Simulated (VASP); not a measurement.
Set up this calculation in VASP 6.6.1, as the native input.

- Task: relaxation of cell and atoms
- Functional: PBE
- Potentials or basis: VASP PAW PBE potentials, release 64 (Hf_pv, H)
- Cutoff: 600 eV
- k mesh: 6 × 6 × 6
- Occupations: gaussian, width 0.1 eV
- Spin: no spin polarisation
- Dipole correction: no
- Further INCAR settings: ALGO = Normal; EDIFF = 1e-07; IBRION = 2; EDIFFG = -0.04; NSW = 90; ISIF = 3

The structure of HfH lies in POSCAR:

```
HfH
1.0
    3.1091846900      0.0000000000      0.0000000000
    0.0000000000      3.1091846900      0.0000000000
    0.0000000000      0.0000000000      3.1091846900
Hf H
1 1
Direct
    0.5000000000      0.5000000000      0.5000000000
    0.0000000000      0.0000000000      0.0000000000
```

One way to write it, as run:

INCAR

```
SYSTEM = HfH
PREC = Accurate ; ENCUT = 600
EDIFF = 1E-7 ; ISMEAR = 0
SIGMA = 0.1 ; LREAL = .False.
LASPH = .True. ; NELM = 60
ALGO = Normal ; ISIF = 3
LWAVE = .False. ; LCHARG = .False.
GGA = PE ; IBRION = 2
NSW = 90 ; EDIFFG = -0.04
```

KPOINTS

```
Automatic mesh
0
Gamma
  6 6 6
  0 0 0
```

Potentials or basis: VASP PAW PBE potentials, release 64 (Hf_pv, H).

The run is started by

```console
$ cat potpaw_PBE.64/Hf_pv/POTCAR potpaw_PBE.64/H/POTCAR > POTCAR
$ mpirun -np 1 vasp_std > vasp.out
```

Results of the run:

- Relaxed volume: 12.39 Å³/atom
- Relaxed cell: a = 2.916 Å, b = 2.916 Å, c = 2.916 Å, α = 90.00°, β = 90.00°, γ = 90.00°
- Space group after relaxing (to 0.05 Å): Pm-3m (No. 221)
- Energy gained by relaxing: 141.0 meV/atom
- Ionic steps: 3
- Pressure after relaxing: 0.1 GPa

Caveat: the volume moved by over 15 % at a fixed basis, so the end points are rough.

It took 13 s on 1 thread of AMD EPYC 9R14 (Zen 4) (shared host), peak memory 0.14 GiB.
